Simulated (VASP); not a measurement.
# InSe (R3m) in VASP: further runs

Runs on InSe. Level: LDA. Tasks: single point.

Program: VASP 6.6.1. These are calculated values, not measurements. Logs are shortened: lines on timing, memory, paths and dates and some standing lists are left out, and cuts for length are marked.

### 1 The cell of the first run

Symmetry: R3m, No. 160, trigonal system. Conventional cell: a = 3.973 Å, b = 3.973 Å, c = 25.150 Å, α = 90.00°, β = 90.00°, γ = 120.00°. In (site symmetry 3m) has 3 Se at 2.62 Å and 1 In at 2.80 Å within 3.5 Å. Within 3.5 Å of In (site symmetry 3m) lie 3 Se at 2.62 Å and 1 In at 2.80 Å. Se (site symmetry 3m) has 3 In at 2.62 Å within 3.5 Å. Within 3.5 Å of Se (site symmetry 3m) lie 3 In at 2.62 Å.

### 2 Single point, LDA (28.65 Å³/atom)

INCAR

```
PREC     = Accurate       # precision mode
ENCUT    = 520            # plane-wave cutoff, eV
EDIFF    = 1E-6           # SCF threshold, eV
ISMEAR   = -1             # smearing method
SIGMA    = 0.05           # smearing width, eV
LREAL    = F              # projectors in reciprocal space
LASPH    = T              # aspherical terms in the spheres
NELM     = 60             # most SCF steps
ALGO     = Normal         # electronic algorithm
ISIF     = 2              # what is computed and relaxed
LWAVE    = F              # write WAVECAR
LCHARG   = F              # write CHGCAR
GGA      = CA             # functional
NBANDS   = 27             # bands
```

KPOINTS

```
Automatic mesh
0
Gamma
  8 8 8
```

POSCAR

```
InSe
1.0
    1.9865767768      1.1469506368      8.3833539979
   -1.9865767768      1.1469506368      8.3833539979
    0.0000000000     -2.2939012737      8.3833539979
In Se
2 2
Direct
    0.8886000000      0.8886000000      0.8886000000
    0.0000000000      0.0000000000      0.0000000000
    0.1719000000      0.1719000000      0.1719000000
    0.3835000000      0.3835000000      0.3835000000
```

Potentials or basis: VASP PAW LDA potentials, release 64 (In_d, Se).

Launch:

```console
cat potpaw_LDA.64/In_d/POTCAR potpaw_LDA.64/Se/POTCAR > POTCAR
mpirun -np 1 vasp_std > vasp.out
```

OUTCAR:

```text
PREC = Accurate
   ENCUT = 520
   EDIFF = 1E-6
   ISMEAR = -1
   LREAL = F
   LASPH = T
   NELM = 60
   ISIF = 2
   GGA = CA

 ion  position               nearest neighbor table
   1  0.889  0.889  0.889-   3 2.62   3 2.62   3 2.62   2 2.80
   2  0.000  0.000  0.000-   4 2.62   4 2.62   4 2.62   1 2.80
   3  0.172  0.172  0.172-   1 2.62   1 2.62   1 2.62
   4  0.383  0.383  0.383-   2 2.62   2 2.62   2 2.62

  LATTYP: Found a trigonal (rhomboedric) cell.
 ALAT       =     8.6915250277
 COS(alpha) =     0.8955162542

  Lattice vectors:

 A1 = (   1.9865767768,   1.1469506368,   8.3833539979)
 A2 = (  -1.9865767768,   1.1469506368,   8.3833539979)
 A3 = (   0.0000000000,  -2.2939012737,   8.3833539979)

Analysis of symmetry for initial positions (statically):
=====================================================================
 Subroutine PRICEL returns:
 Original cell was already a primitive cell.

 Routine SETGRP: Setting up the symmetry group for a
 trigonal (rhombohedral) supercell.

 Subroutine GETGRP returns: Found  6 space group operations
 (whereof  6 operations were pure point group operations)
 out of a pool of 12 trial point group operations.

The static configuration has the point symmetry C_3v.

Analysis of symmetry for dynamics (positions and initial velocities):
=====================================================================
 Subroutine PRICEL returns:
 Original cell was already a primitive cell.

 Routine SETGRP: Setting up the symmetry group for a
 trigonal (rhombohedral) supercell.

 Subroutine GETGRP returns: Found  6 space group operations
 (whereof  6 operations were pure point group operations)
 out of a pool of 12 trial point group operations.

The dynamic configuration has the point symmetry C_3v.

 Subroutine INISYM returns: Found  6 space group operations
 (whereof  6 operations are pure point group operations),
 and found     1 'primitive' translations

----------------------------------------------------------------------------------------

                                     Primitive cell

  volume of cell :     114.6091

  direct lattice vectors                    reciprocal lattice vectors
     1.986576777  1.146950637  8.383353998     0.251689240  0.145312851  0.039761333
    -1.986576777  1.146950637  8.383353998    -0.251689240  0.145312851  0.039761333
     0.000000000 -2.293901274  8.383353998     0.000000000 -0.290625701  0.039761333

  length of vectors
     8.691525028  8.691525028  8.691525028     0.293333022  0.293333022  0.293333022

  position of ions in fractional coordinates (direct lattice)
     0.888600000  0.888600000  0.888600000
     0.000000000  0.000000000  0.000000000
     0.171900000  0.171900000  0.171900000
     0.383500000  0.383500000  0.383500000

  ion indices of the primitive-cell ions
   primitive index   ion index
                 1           1
                 2           2
                 3           3
                 4           4

----------------------------------------------------------------------------------------

 KPOINTS: Automatic mesh

Automatic generation of k-mesh.
 Grid dimensions read from file:
 generate k-points for:    8    8    8

 Generating k-lattice:

  Cartesian coordinates                     Fractional coordinates (reciprocal lattice)
     0.031461155  0.018164106  0.004970167     0.125000000 -0.000000000 -0.000000000
    -0.031461155  0.018164106  0.004970167    -0.000000000  0.125000000 -0.000000000
     0.000000000 -0.036328213  0.004970167     0.000000000  0.000000000  0.125000000

  Length of vectors
     0.036666628  0.036666628  0.036666628

  Shift w.r.t. Gamma in fractional coordinates (k-lattice)
     0.000000000  0.000000000  0.000000000

 Subroutine IBZKPT returns following result:
 ===========================================

 Found     65 irreducible k-points:

 Following reciprocal coordinates:
            Coordinates               Weight
  0.000000  0.000000  0.000000      1.000000
  0.125000  0.000000 -0.000000      6.000000
  0.250000  0.000000 -0.000000      6.000000
  0.375000  0.000000  0.000000      6.000000
  0.500000  0.000000 -0.000000      3.000000
  0.125000  0.125000 -0.000000      6.000000
[... 16 lines left out ...]
  0.250000  0.125000  0.125000      6.000000
  0.375000  0.125000  0.125000      6.000000
 [... further k-points ...]
   k-points           NKPTS =     65   k-points in BZ     NKDIM =     65   number of bands    NBANDS=     27
   number of dos      NEDOS =    301   number of ions     NIONS =      4
   total plane-waves  NPLWV = 343000
   dimension x,y,z NGX =    70 NGY =   70 NGZ =   70
   dimension x,y,z NGXF=   140 NGYF=  140 NGZF=  140
   ions per type =               2   2
   NGX,Y,Z   is equivalent  to a cutoff of  13.39, 13.39, 13.39 a.u.
   NGXF,Y,Z  is equivalent  to a cutoff of  26.78, 26.78, 26.78 a.u.
 SYSTEM =  unknown system
   PREC   = accura    normal or accurate (medium, high low for compatibility)
   ISTART =      0    job   : 0-new  1-cont  2-samecut
   ICHARG =      2    charge: 1-file 2-atom 10-const
   ISPIN  =      1    spin polarized calculation?
   LNONCOLLINEAR =      F non collinear calculations
   LSORBIT =      F    spin-orbit coupling
   LASPH  =      T    aspherical Exc in radial PAW
   ENCUT  =  520.0 eV  38.22 Ry    6.18 a.u.  16.16 16.16 16.16*2*pi/ulx,y,z
   NELM   =     60;   NELMIN=  2; NELMDL= -5     # of ELM steps
   EDIFF  = 0.1E-05   stopping-criterion for ELM
   LREAL  =      F    real-space projection
   EDIFFG = 0.1E-04   stopping-criterion for IOM
   NSW    =      0    number of steps for IOM
   IBRION =     -1    ionic relax: 0-MD 1-quasi-New 2-CG
   NFREE  =      0    steps in history (QN), initial steepest desc. (CG)
   ISIF   =      2    stress and relaxation
   ISYM   =      2    0-nonsym 1-usesym 2-fastsym
   POTIM  = 0.5000    time-step for ionic-motion
   TEBEG  =    0.0;   TEEND  =   0.0 temperature during run
   PSTRESS=    0.0 pullay stress
   NELECT =      38.0000    total number of electrons
   NUPDOWN=      -1.0000    fix difference up-down
   EMIN   =  10.00;   EMAX   =-10.00  energy-range for DOS
   EFERMI =   0.00;   METHOD = LEGACY
   ISMEAR =    -1;   SIGMA  =   0.05  broadening in eV -4-tet -1-fermi 0-gaus
   EFERMI_NEDOS =   21; number of points for ismear=-14 and -15
   IALGO  =     38    algorithm
   IMIX   =      4    mixing-type and parameters
     AMIX     =   0.40;   BMIX     =  1.00
     AMIX_MAG =   1.60;   BMIX_MAG =  1.00
  volume/ion in A,a.u.               =      28.65       193.36
  Fermi-wavevector in a.u.,A,eV,Ry     =   1.133086  2.141223 17.468310  1.283885
  Thomas-Fermi vector in A             =   2.269788
   LORBIT       =      0    0 simple, 1 ext, 2 COOP (PROOUT), +10 PAW based schemes
   GGA     = CA    functional components
   LHFCALC =     F    Hartree Fock is set to
   AEXX    =    0.0000 exact exchange contribution
   IVDW    =     0    specifies the selected vdW correction
   LEPSILON=     F    determine dielectric tensor
   LRPA    =     F    only Hartree local field effects (RPA)
 non-spin polarized calculation
  energy-cutoff  :      520.00
  volume of cell :      114.61
 maximum number of plane-waves:      3139
 NGX is ok and might be reduce to    70
   NGX = 33   NGY = 33   NGZ = 33

 number of electron      38.0000001 magnetization

 Free energy of the ion-electron system (eV)
  ---------------------------------------------------
  ext. energy  EPLUGINS =         0.00000000
  ---------------------------------------------------
  free energy    TOTEN  =       -16.65466910 eV

  energy without entropy =      -16.65454483  energy(sigma->0) =      -16.65460697

 E-fermi :   4.3101     XC(G=0):  -9.3452

 val. band max:        4.1578689714   @ k =   0.5000   0.5000   0.5000
 cond. band min:       4.4373440530   @ k =   0.5000   0.5000   0.5000
 fundamental gap:      0.2794750816
 Fermi energy:         4.3101006656

 k-point     1 :       0.0000    0.0000    0.0000
  band No.  band energies     occupation
      1     -10.6425      2.00000
      2     -10.4581      2.00000
      3     -10.4581      2.00000
      4     -10.3797      2.00000
      5     -10.3797      2.00000
      6     -10.3533      2.00000
[... 19 lines left out ...]
     26       9.5580      0.00000
     27      11.6129      0.00000

 k-point     2 :       0.1250    0.0000   -0.0000
  band No.  band energies     occupation
      1     -10.6522      2.00000
      2     -10.5225      2.00000
      3     -10.4640      2.00000
      4     -10.4542      2.00000
      5     -10.3675      2.00000
      6     -10.3580      2.00000
[... 19 lines left out ...]
     26       9.9200      0.00000
     27      11.1931      0.00000

 k-point     3 :       0.2500    0.0000   -0.0000
  band No.  band energies     occupation
      1     -10.7237      2.00000
      2     -10.6006      2.00000
      3     -10.5697      2.00000
      4     -10.4492      2.00000
      5     -10.3695      2.00000
      6     -10.3382      2.00000
[... 19 lines left out ...]
     26      10.5013      0.00000
     27      10.7912      0.00000

 k-point     4 :       0.3750    0.0000    0.0000
  band No.  band energies     occupation
      1     -10.8080      2.00000
      2     -10.6997      2.00000
      3     -10.5678      2.00000
      4     -10.4488      2.00000
      5     -10.3807      2.00000
      6     -10.3096      2.00000
[... 19 lines left out ...]
     26      10.6676      0.00000
     27      11.2627      0.00000
[... 516 lines left out ...]
      4     -10.3797      2.00000
      5     -10.3797      2.00000
      6     -10.3534      2.00000
[... 19 lines left out ...]
     26       9.5786      0.00000
     27      11.6821      0.00000

 k-point    23 :       0.2500    0.1250    0.1250
  band No.  band energies     occupation
      1     -10.6515      2.00000
      2     -10.5210      2.00000
      3     -10.4668      2.00000
      4     -10.4542      2.00000
      5     -10.3675      2.00000
      6     -10.3580      2.00000
[... 19 lines left out ...]
     26       9.9922      0.00000
     27      11.2275      0.00000

 k-point    24 :       0.3750    0.1250    0.1250
  band No.  band energies     occupation
      1     -10.7204      2.00000
      2     -10.6060      2.00000
      3     -10.5680      2.00000
      4     -10.4492      2.00000
      5     -10.3695      2.00000
      6     -10.3382      2.00000
[... 19 lines left out ...]
     26      10.5611      0.00000
     27      10.9847      0.00000

 [... further k-points ...]

------------------------ aborting loop because EDIFF is reached ----------------------------------------

  FORCE on cell =-STRESS in cart. coord.  units (eV):
  Direction    XX          YY          ZZ          XY          YZ          ZX
  --------------------------------------------------------------------------------------
  -------------------------------------------------------------------------------------
  Total        0.0854451      0.0854451     -0.8772406      0.0000000      0.0000000      0.0000000
  in kB        1.1944789      1.1944789    -12.2633794      0.0000000      0.0000000      0.0000000
  external PRESSURE =      -3.2914738 kB  Pullay stress =       0.0000000 kB

 VOLUME and BASIS-vectors are now :
 -----------------------------------------------------------------------------
  energy-cutoff  :      520.00
  volume of cell :      114.61
      direct lattice vectors                 reciprocal lattice vectors
     1.986576777  1.146950637  8.383353998     0.251689240  0.145312851  0.039761333
    -1.986576777  1.146950637  8.383353998    -0.251689240  0.145312851  0.039761333
     0.000000000 -2.293901274  8.383353998     0.000000000 -0.290625701  0.039761333

 POSITION                                       TOTAL-FORCE (eV/Angst)
 -----------------------------------------------------------------------------------
      0.00000     -0.00000     22.34835         0.000000     -0.000000      0.337201
      0.00000      0.00000      0.00000         0.000000      0.000000     -0.320400
      0.00000     -0.00000      4.32330         0.000000      0.000000     -0.118660
      0.00000     -0.00000      9.64505         0.000000     -0.000000      0.101858
 -----------------------------------------------------------------------------------
    total drift:                               -0.000000     -0.000000      0.000098

  FREE ENERGIE OF THE ION-ELECTRON SYSTEM (eV)
  ---------------------------------------------------
  free  energy   TOTEN  =       -16.6546691024 eV

  energy  without entropy=      -16.6545448295  energy(sigma->0) =      -16.65460697
```

It took 7.5 min on 1 thread of Intel Xeon 6975P-C (Granite Rapids), shared host; peak memory 0.59 GiB.

What came out:

| Item | Value |
| --- | --- |
| Free energy | -16.6547 eV |
| Pressure | -0.3 GPa |
| Largest force | 0.337 eV/Å |
| Band gap on the k mesh | 0.28 eV |

Forces on the atoms (eV/Å):
```
In   0.000  0.000  0.337
In   0.000  0.000 -0.320
Se   0.000  0.000 -0.119
Se   0.000  0.000  0.102
```

Caveat: spin-orbit coupling is left out, which moves the levels of the heavy elements.

(Continued in part 2 of 2.)
